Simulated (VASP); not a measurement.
# AlNi (P4/mmm) in VASP: a series of runs

AlNi is run at these levels: PBEsol; tasks: single point.

Everything below comes from runs of VASP 6.6.1. Logs are shortened: lines on timing, memory, paths and dates and some standing lists are left out, and cuts for length are marked.

## Step 1: The cell of the first run

The structure is tetragonal, space group P4/mmm (No. 123). Conventional cell: a = 2.859 Å, b = 2.859 Å, c = 2.783 Å, α = 90.00°, β = 90.00°, γ = 90.00°. Al (site symmetry 4/mmm) has 8 Ni at 2.45 Å and 6 Al at 2.78 to 2.86 Å within 3.2 Å. Within 3.2 Å of Ni (site symmetry 4/mmm) lie 8 Al at 2.45 Å and 6 Ni at 2.78 to 2.86 Å.

## Step 2: Single point, PBEsol (strain +0.000 along x and y, -0.030 along z)

Contents of INCAR:

```
  ALGO = Fast
  EDIFF = 1E-6
  ENCUT = 520
  GGA = PS
  ISIF = 2
  ISMEAR = 0
  LASPH = True
  LCHARG = False
  LREAL = False
  LWAVE = False
  NBANDS = 14
  NELM = 100
  PREC = Accurate
  SIGMA = 0.15
```

Contents of KPOINTS:

```
k-points
0
Gamma
  20 20 20
```

Contents of POSCAR:

```
AlNi
1.0
    2.0213280871     -2.0213497883      0.0000000000
    2.0213280871      2.0213497883      0.0000000000
    0.0000000000      0.0000000000      2.7833265466
Al Ni
1 1
Direct
    0.0000000000      0.0000000000      0.0000000000
    0.5000000000      0.5000000000      0.5000000000
```

Potentials or basis: VASP PAW PBE potentials, release 64 (Al, Ni).

Launch:

```bash
$ cat potpaw_PBE.64/Al/POTCAR potpaw_PBE.64/Ni/POTCAR > POTCAR
$ mpirun -np 1 vasp_std > vasp.out
```

OUTCAR:

```text
EDIFF = 1E-6
   ENCUT = 520
   GGA = PS
   ISIF = 2
   ISMEAR = 0
   LASPH = True
   LREAL = False
   NELM = 100
   PREC = Accurate

 ion  position               nearest neighbor table
   1  0.000  0.000  0.000-   2 2.45   2 2.45   2 2.45   2 2.45   2 2.45   2 2.45   2 2.45   2 2.45

   2  0.500  0.500  0.500-   1 2.45   1 2.45   1 2.45   1 2.45   1 2.45   1 2.45   1 2.45   1 2.45

  LATTYP: Found a base centered orthorhombic cell.
 ALAT       =     4.0426561742
 B/A-ratio  =     1.0000107361
 C/A-ratio  =     0.6884895541

  Lattice vectors:

 A1 = (   2.0213280871,  -2.0213497883,   0.0000000000)
 A2 = (   2.0213280871,   2.0213497883,   0.0000000000)
 A3 = (   0.0000000000,   0.0000000000,   2.7833265466)

Analysis of symmetry for initial positions (statically):
=====================================================================
 Subroutine PRICEL returns:
 Original cell was already a primitive cell.

 Routine SETGRP: Setting up the symmetry group for a
 base centered orthorhombic supercell.

 Subroutine GETGRP returns: Found  8 space group operations
 (whereof  8 operations were pure point group operations)
 out of a pool of  8 trial point group operations.

The static configuration has the point symmetry D_2h.

Analysis of symmetry for dynamics (positions and initial velocities):
=====================================================================
 Subroutine PRICEL returns:
 Original cell was already a primitive cell.

 Routine SETGRP: Setting up the symmetry group for a
 base centered orthorhombic supercell.

 Subroutine GETGRP returns: Found  8 space group operations
 (whereof  8 operations were pure point group operations)
 out of a pool of  8 trial point group operations.

The dynamic configuration has the point symmetry D_2h.

 Subroutine INISYM returns: Found  8 space group operations
 (whereof  8 operations are pure point group operations),
 and found     1 'primitive' translations

----------------------------------------------------------------------------------------

                                     Primitive cell

  volume of cell :      22.7443

  direct lattice vectors                    reciprocal lattice vectors
     2.021328087 -2.021349788  0.000000000     0.247362120 -0.247359464  0.000000000
     2.021328087  2.021349788  0.000000000     0.247362120  0.247359464  0.000000000
     0.000000000  0.000000000  2.783326547     0.000000000  0.000000000  0.359282313
[... 94 lines left out ...]
   PSTRESS=    0.0 pullay stress
   NELECT =      13.0000    total number of electrons
   NUPDOWN=      -1.0000    fix difference up-down
   EMIN   =  10.00;   EMAX   =-10.00  energy-range for DOS
   EFERMI =   0.00;   METHOD = LEGACY
   ISMEAR =     0;   SIGMA  =   0.15  broadening in eV -4-tet -1-fermi 0-gaus
   EFERMI_NEDOS =   21; number of points for ismear=-14 and -15
   IALGO  =     68    algorithm
   IMIX   =      4    mixing-type and parameters
     AMIX     =   0.40;   BMIX     =  1.00
     AMIX_MAG =   1.60;   BMIX_MAG =  1.00
  volume/ion in A,a.u.               =      11.37        76.74
  Fermi-wavevector in a.u.,A,eV,Ry     =   1.358621  2.567422 25.114345  1.845852
  Thomas-Fermi vector in A             =   2.485439
   LORBIT       =      0    0 simple, 1 ext, 2 COOP (PROOUT), +10 PAW based schemes
   GGA     = PS    functional components
   LHFCALC =     F    Hartree Fock is set to
   AEXX    =    0.0000 exact exchange contribution
   IVDW    =     0    specifies the selected vdW correction
   LEPSILON=     F    determine dielectric tensor
   LRPA    =     F    only Hartree local field effects (RPA)
 non-spin polarized calculation
 RMM-DIIS sequential band-by-band and
 Gauss-broadening in eV      SIGMA  =   0.15
  energy-cutoff  :      520.00
  volume of cell :       22.74
 maximum number of plane-waves:       630
 NGX is ok and might be reduce to    24
   NGX = 11   NGY = 11   NGZ = 11

 number of electron      13.0000000 magnetization

 Free energy of the ion-electron system (eV)
  ---------------------------------------------------
  ext. energy  EPLUGINS =         0.00000000
  ---------------------------------------------------
  free energy    TOTEN  =       -11.57474967 eV

  energy without entropy =      -11.56550997  energy(sigma->0) =      -11.57012982

 E-fermi :  10.5704     XC(G=0): -12.4115

 val. band max:       10.5699336890   @ k =  -0.3500   0.1000   0.3500
 cond. band min:      10.5713497300   @ k =   0.4000   0.2000   0.4000
 fundamental gap:      0.0014160410
 Fermi energy:        10.5704492717

 k-point     1 :       0.0000    0.0000    0.0000
  band No.  band energies     occupation
      1      -0.9312      2.00000
      2       7.0742      2.00000
      3       7.0930      2.00000
      4       8.8701      2.00000
      5       8.9515      2.00000
      6       8.9515      2.00000
      7      15.9572      0.00000
      8      15.9573      0.00000
      9      16.9585      0.00000
     10      18.7710      0.00000
     11      18.9584      0.00000
     12      25.2527      0.00000
     13      31.6449      0.00000
     14      32.2848      0.00000
[... 377 lines left out ...]
      1       1.3383      2.00000
      2       5.7101      2.00000
      3       7.4764      2.00000
      4       8.2340      2.00000
      5       8.4048      2.00000
      6       9.0047      2.00000
      7      10.2356      1.99841
      8      17.7268      0.00000
      9      19.5545      0.00000
     10      19.6042      0.00000
     11      23.6011      0.00000
     12      24.1970      0.00000
     13      24.8754      0.00000
     14      27.7694      0.00000

 [... further k-points ...]

------------------------ aborting loop because EDIFF is reached ----------------------------------------

  FORCE on cell =-STRESS in cart. coord.  units (eV):
  Direction    XX          YY          ZZ          XY          YZ          ZX
  --------------------------------------------------------------------------------------
  -------------------------------------------------------------------------------------
  Total        0.7274763      0.7270399      1.0779975     -0.0000000      0.0000000      0.0000000
  in kB       51.2456454     51.2149066     75.9374266     -0.0000000      0.0000000      0.0000000
  external PRESSURE =      59.4659929 kB  Pullay stress =       0.0000000 kB

 VOLUME and BASIS-vectors are now :
 -----------------------------------------------------------------------------
  energy-cutoff  :      520.00
  volume of cell :       22.74
      direct lattice vectors                 reciprocal lattice vectors
     2.021328087 -2.021349788  0.000000000     0.247362120 -0.247359464  0.000000000
     2.021328087  2.021349788  0.000000000     0.247362120  0.247359464  0.000000000
     0.000000000  0.000000000  2.783326547     0.000000000  0.000000000  0.359282313

 POSITION                                       TOTAL-FORCE (eV/Angst)
 -----------------------------------------------------------------------------------
      0.00000      0.00000      0.00000         0.000000      0.000000      0.000000
      2.02133      0.00000      1.39166         0.000000      0.000000      0.000000
 -----------------------------------------------------------------------------------
    total drift:                                0.000000     -0.000000     -0.000000

  FREE ENERGIE OF THE ION-ELECTRON SYSTEM (eV)
  ---------------------------------------------------
  free  energy   TOTEN  =       -11.5747496654 eV

  energy  without entropy=      -11.5655099662  energy(sigma->0) =      -11.57012982
```

OSZICAR:

```text
N       E                     dE             d eps       ncg     rms          rms(c)
DAV:   1     0.401131469790E+02    0.40113E+02   -0.54055E+03 34790   0.980E+02
DAV:   2    -0.114645228990E+02   -0.51578E+02   -0.46590E+02 36786   0.182E+02
DAV:   3    -0.132361174969E+02   -0.17716E+01   -0.17551E+01 43132   0.372E+01
DAV:   4    -0.132592181341E+02   -0.23101E-01   -0.23094E-01 40866   0.388E+00
DAV:   5    -0.132598859466E+02   -0.66781E-03   -0.66780E-03 43932   0.717E-01    0.131E+01
RMM:   6    -0.151301858524E+02   -0.18703E+01   -0.15286E+01 41853   0.489E+01    0.169E+01
RMM:   7    -0.115918139398E+02    0.35384E+01   -0.41652E+00 38558   0.249E+01    0.131E+00
RMM:   8    -0.115859769503E+02    0.58370E-02   -0.83676E-02 36858   0.289E+00    0.752E-01
RMM:   9    -0.115788981398E+02    0.70788E-02   -0.29573E-02 39233   0.115E+00    0.579E-01
RMM:  10    -0.115747468268E+02    0.41513E-02   -0.85145E-03 42045   0.117E+00    0.155E-01
RMM:  11    -0.115749127167E+02   -0.16589E-03   -0.91138E-04 46796   0.351E-01    0.132E-01
RMM:  12    -0.115747389074E+02    0.17381E-03   -0.33142E-04 46831   0.196E-01    0.236E-02
RMM:  13    -0.115747480486E+02   -0.91412E-05   -0.96791E-05 47418   0.658E-02    0.614E-03
RMM:  14    -0.115747494953E+02   -0.14467E-05   -0.16069E-05 46217   0.284E-02    0.465E-03
RMM:  15    -0.115747496654E+02   -0.17015E-06   -0.14539E-06 25892   0.929E-03
   1 F= -.11574750E+02 E0= -.11570130E+02  d E =-.923970E-02
```

Run time: 4.3 min. Hardware: 1 thread of Intel Xeon 8259CL, shared host; peak memory 0.49 GiB.

What came out:

| Property | Result |
| --- | --- |
| Free energy | -11.5747 eV |
| Pressure | 5.9 GPa |
| Band gap on the k mesh | zero (an odd number of electrons rules out a gap without spin polarisation) |

Levels at points of the mesh, in eV from the Fermi level:
| k point | band 5 | band 6 | band 7 | band 8 | band 9 | band 10 |
| --- | --- | --- | --- | --- | --- | --- |
| (0.00, 0.00, 0.00) | -1.62 | -1.62 | 5.39 | 5.39 | 6.39 | 8.20 |
| (0.50, 0.00, 0.00) | -2.29 | -1.53 | -0.74 | 8.34 | 9.90 | 10.83 |
| (0.50, 0.50, 0.00) | -2.14 | -2.14 | -1.12 | 1.38 | 2.58 | 13.33 |
| (0.00, 0.00, 0.50) | -2.45 | -1.59 | -0.54 | 8.36 | 10.01 | 10.01 |
| (0.50, 0.00, 0.50) | -2.28 | -2.25 | -1.06 | 1.65 | 2.83 | 12.63 |
| (0.50, 0.50, 0.50) | -1.02 | 1.92 | 1.92 | 1.98 | 4.18 | 4.50 |

Caveat: the cell differs from its parent crystal (strain +0.000 along x and y, -0.030 along z); the cell stands under pressure; the PAW data sets were made with another functional, which shifts forces and pressure a little.

## Step 3: Single point, PBEsol (strain -0.015 along x and y, +0.000 along z)

Contents of INCAR:

```
PREC = Accurate ; ENCUT = 520
EDIFF = 1E-6 ; ISMEAR = 0
SIGMA = 0.15 ; LREAL = False
LASPH = True ; NELM = 100
ALGO = Fast ; ISIF = 2
LWAVE = False ; LCHARG = False
GGA = PS ; NBANDS = 14
```

Contents of KPOINTS:

```
Automatic mesh
0
Gamma
  20 20 20
```

Contents of POSCAR:

```
AlNi
1.0
    1.9910081658     -1.9910295415      0.0000000000
    1.9910081658      1.9910295415      0.0000000000
    0.0000000000      0.0000000000      2.8694088109
Al Ni
1 1
Direct
    0.0000000000      0.0000000000      0.0000000000
    0.5000000000      0.5000000000      0.5000000000
```

Potentials or basis: VASP PAW PBE potentials, release 64 (Al, Ni).

Launch:

```bash
$ cat potpaw_PBE.64/Al/POTCAR potpaw_PBE.64/Ni/POTCAR > POTCAR
$ mpirun -np 1 vasp_std > vasp.out
```

Run time: 4.3 min. Hardware: 1 thread of Intel Xeon 8259CL, shared host; peak memory 0.49 GiB.

It converged, with:

* Free energy: -11.5765 eV
* Pressure: 5.8 GPa
* Band gap on the k mesh: zero (an odd number of electrons rules out a gap without spin polarisation)

Stress tensor (GPa, compression positive):
```
6.33 0.00 0.00
0.00 6.33 0.00
0.00 0.00 4.78
```

Levels at points of the mesh, in eV from the Fermi level:
```tsv
k point	band 3	band 4	band 5	band 6	band 7	band 8	band 9	band 10	band 11	band 12
(0.00, 0.00, 0.00)	-3.47	-1.66	-1.66	-1.61	5.25	5.95	5.95	8.22	8.39	14.66
(0.50, 0.00, 0.00)	-2.96	-2.47	-2.36	-1.56	-0.62	8.35	9.83	10.48	11.10	11.67
(0.50, 0.50, 0.00)	-2.93	-2.93	-2.28	-2.28	-1.05	1.68	2.86	12.54	15.26	15.26
(0.00, 0.00, 0.50)	-2.99	-2.36	-2.36	-1.52	-0.77	8.36	10.41	10.41	11.46	11.46
(0.50, 0.00, 0.50)	-3.11	-3.01	-2.21	-2.19	-1.10	1.50	2.68	13.02	15.57	15.77
(0.50, 0.50, 0.50)	-4.35	-1.07	-1.02	1.91	1.96	1.96	4.18	4.63	4.63	4.84
```

Caveat: the cell differs from its parent crystal (strain -0.015 along x and y, +0.000 along z); the cell stands under pressure; the PAW data sets were made with another functional, which shifts forces and pressure a little.
